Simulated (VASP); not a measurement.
A run of VASP 6.6.1:

The input INCAR:

```
SYSTEM = GaAs
PREC = Accurate
ENCUT = 520
EDIFF = 1E-6
ISMEAR = 0
SIGMA = 0.1
LREAL = .False.
LASPH = .True.
NELM = 60
ALGO = Normal
ISIF = 2
LWAVE = .False.
LCHARG = .False.
LDIPOL = .True.
IDIPOL = 3
DIPOL = 0.5 0.5 0.500
GGA = PE
NBANDS = 26
```

The input KPOINTS:

```
Automatic mesh
0
Gamma
  4 4 1
  0 0 0
```

The input POSCAR:

```
GaAs
1.0
    7.0456690000      0.0000000000      0.0000000000
    0.0000000000      7.0456690000      0.0000000000
    0.0000000000      0.0000000000     15.0000000000
Ga As
2 2
Direct
    0.5000000000      0.0000000000      0.5142871900
    0.0000000000      0.5000000000      0.4857128100
    0.0000000000      0.0000000000      0.5000000000
    0.5000000000      0.5000000000      0.5000000000
```

Potentials or basis: VASP PAW PBE potentials, release 64 (Ga_d, As).

The run is started by

```bash
$ cat potpaw_PBE.64/Ga_d/POTCAR potpaw_PBE.64/As/POTCAR > POTCAR
$ mpirun -np 1 vasp_std > vasp.out
```

Hardware: 1 thread of Intel(R) Xeon(R) 6975P-C (Granite Rapids), with other jobs on the host.

Problem. How long does it take, and how much memory?

Solution. Wall time 94 s on 1 thread of Intel(R) Xeon(R) 6975P-C (Granite Rapids), with other jobs on the host, peak memory 0.65 GiB. Counts: scf iterations 19, k points 6.
